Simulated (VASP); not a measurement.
Write the native input for VASP 6.6.1 that does the following.

| Quantity | Value |
| --- | --- |
| Task | single point |
| Functional | PBE |
| Potentials or basis | VASP PAW PBE potentials, release 64 (Y_sv) |
| Cutoff | 520 eV |
| k mesh | 8 × 8 × 3 |
| Occupations | fermi-dirac, width 0.05 eV |
| Spin | no spin polarisation |
| Dipole correction | no |
| Further INCAR settings | ALGO = Normal; EDIFF = 1e-06; NBANDS = 30 |

The structure of Y lies in POSCAR:

```
Y
1.0
    3.6666676521      0.0000000000      0.0000000000
   -1.8333338261      3.1754273339      0.0000000000
    0.0000000000      0.0000000000     11.9225705853
Y
4
Direct
    0.6666666667      0.3333333333      0.7500000000
    0.0000000000      0.0000000000      0.5000000000
    0.3333333333      0.6666666667      0.2500000000
    0.0000000000      0.0000000000      0.0000000000
```

These files were run (other wordings do the same):

INCAR

```
PREC     = Accurate       # precision mode
ENCUT    = 520            # plane-wave cutoff, eV
EDIFF    = 1E-6           # SCF threshold, eV
ISMEAR   = -1             # smearing method
SIGMA    = 0.05           # smearing width, eV
LREAL    = F              # projectors in reciprocal space
LASPH    = T              # aspherical terms in the spheres
NELM     = 60             # most SCF steps
ALGO     = Normal         # electronic algorithm
ISIF     = 2              # what is computed and relaxed
LWAVE    = F              # write WAVECAR
LCHARG   = F              # write CHGCAR
GGA      = PE             # functional
NBANDS   = 30             # bands
```

KPOINTS

```
regular mesh
0
Gamma
  8 8 3
```

Potentials or basis: VASP PAW PBE potentials, release 64 (Y_sv).

The run is started by

```bash
$ cat potpaw_PBE.64/Y_sv/POTCAR > POTCAR
$ mpirun -np 1 vasp_std > vasp.out
```

It gave:

```yaml
Pressure: -2.4 GPa
Band_gap_on_the_k_mesh: zero (band 22 reaches 3.50 eV, above the bottom of band 23 at 2.48 eV)
```

Wall time 46 s on 1 thread of Intel(R) Xeon(R) 6975P-C (Granite Rapids), with other jobs on the host, peak memory 0.27 GiB.
